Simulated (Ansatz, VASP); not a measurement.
**One calculation of Cr, two programs**

```xyz
2
Lattice="1.1471 -2.4670 0.0000 1.1471 2.4670 0.0000 0.0000 0.0000 4.0643" Properties=species:S:1:pos:R:3 pbc="T T T"
Cr    1.1471   -1.8282    3.0482
Cr    1.1471    1.8282    1.0161
```

Alike in both runs: task single point; functional PBEsol; k mesh 11 × 11 × 6; occupations fermi-dirac, width 0.05 eV; collinear spin; fixed moment 3 μB.

|  | VASP | Ansatz |
| --- | --- | --- |
| version | VASP 6.6.1 | Ansatz 0.2.0 |
| potentials or method | VASP PAW PBE potentials, release 64 (Cr_pv) | Ansatz PAW |
| plane-wave cutoff (eV) | 520 | 420 |
| valence electrons in the cell | 24 | 28 |

Ansatz gave:

```
pressure (GPa)                                                : 12.3
traceless stress, the component that is largest in VASP (GPa) : -19.19
rms of the force components (eV/Å)                            : 0.242
net moment per atom (μB)                                      : 1.50
size of the moment on the site where the two differ most (μB) : 1.26
```

**Question.** Estimate VASP's values.

**Answer.** Pressure (GPa): 12.1; traceless stress, the component that is largest in VASP (GPa): -19.00; rms of the force components (eV/Å): 0.240; net moment per atom (μB): 1.50; size of the moment on the site where the two differ most (μB): 1.42.

VASP's potentials were made for PBE, not for PBEsol. Site moments also hang on the region over which each program counts them. Atom by atom the forces differ by 0.002 eV/Å (rms over components). The functional is the same, so the differences come from potentials, cutoffs and numerics. VASP's potentials hold 24 valence electrons a cell and Ansatz's 28, so a difference there can come from the potentials and not from the codes.
